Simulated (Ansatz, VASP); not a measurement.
**One calculation of Zn, two programs**

```
Zn
1.0
     0.00000    1.96478    1.96478
     1.96478    0.00000    1.96478
     1.96478    1.96478    0.00000
Zn
1
Direct
  0.00000 0.00000 0.00000
```

Alike in both runs: functional revPBE; k mesh 12 × 12 × 12; occupations fermi-dirac, width 0.05 eV; no spin polarisation.

|  | VASP | Ansatz |
| --- | --- | --- |
| version | VASP 6.6.1 | Ansatz 0.2.0 |
| potentials or method | VASP PAW PBE potentials, release 64 (Zn) | Ansatz PAW |
| plane-wave cutoff (eV) | 520 | 420 |
| valence electrons in the cell | 12 | 12 |
| task | single point | band structure |

Ansatz gave:

```
gap on the k mesh at the Fermi level (eV) : none
pressure (GPa)                            : 2.0
```

**Question.** What did VASP give for the same quantities?

**Answer.** gap on the k mesh at the Fermi level (eV): none; pressure (GPa): 2.2.

VASP's potentials were made for PBE, not for revPBE. A gap of «none» marks a metal or a gap that the smearing closes. The functional is the same, so the differences come from potentials, cutoffs and numerics.
